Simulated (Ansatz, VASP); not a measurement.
# One calculation of BN, two programs

INCAR

```
SYSTEM = BN
ALGO     = Normal         ! electronic algorithm
EDIFF    = 1E-6           ! SCF threshold, eV
ENCUT    = 520            ! plane-wave cutoff, eV
GGA      = PE             ! functional
ISIF     = 2              ! what is computed and relaxed
ISMEAR   = 0              ! smearing method
LASPH    = .TRUE.         ! aspherical terms in the spheres
LCHARG   = .FALSE.        ! write CHGCAR
LREAL    = .FALSE.        ! projectors in reciprocal space
LWAVE    = .FALSE.        ! write WAVECAR
NBANDS   = 11             ! bands
NELM     = 60             ! most SCF steps
PREC     = Accurate       ! precision mode
SIGMA    = 0.05           ! smearing width, eV
```

KPOINTS

```
k-points
0
G
  12 12 12
  0 0 0
```

Contents of POSCAR:

```
BN
1.0
    0.0045325025      1.8130010000      1.8130010000
    1.8175335025      0.0000000000      1.8175335025
    1.8130010000      1.8130010000      0.0045325025
B N
1 1
Direct
    0.0000000000      0.0000000000      0.0000000000
    0.7500000000      0.7500000000      0.7500000000
```

Input for Ansatz:

```yaml
crystal:
  lattice:
    - [0.0045325025, 1.813001, 1.813001]
    - [1.8175335025, 0.0, 1.8175335025]
    - [1.813001, 1.813001, 0.0045325025]
  atoms:
    - { symbol: B, position: [0.0, 0.0, 0.0] }
    - { symbol: "N", position: [0.75, 0.75, 0.75] }
basis:
  ecutwfc: 420
kpoints:
  mp_grid: { grid: [12, 12, 12] }
hamiltonian:
  xc: pbe
scf:
  occupations: { method: gaussian, width: 0.05 }
output:
  forces: true
  stress: true
  eigenvalues: true
```

Change from the starting cell: strain +0.0050 x Voigt [0, 0, 0, 0, 1, 0], atoms carried along.

Alike in both runs: task single point; functional PBE; k mesh 12 × 12 × 12; occupations gaussian, width 0.05 eV; no spin polarisation.

|  | VASP | Ansatz |
| --- | --- | --- |
| version | VASP 6.6.1 | Ansatz 0.2.0 |
| potentials or method | VASP PAW PBE potentials, release 64 (B, N), cutoff 520 eV | scalar-relativistic, plane waves, PAW |
| valence electrons in the cell | 8 | 8 |

|  | VASP | Ansatz | Ansatz less VASP |
| --- | --- | --- | --- |
| gap on the k mesh at the Fermi level (eV) | 4.44 | 4.45 | +0.012 |
| least direct gap on the mesh (eV) | 8.70 | 8.71 | +0.011 |
| pressure (GPa) | -0.2 | -0.4 | -0.24 |
| traceless stress, the component that is largest in VASP (GPa) | -2.22 | -2.21 | +0.019 |
| rms of the force components (eV/Å) | 0.004 | 0.004 | -0.0006 |

Atom by atom the forces differ by 0.001 eV/Å (rms over components).
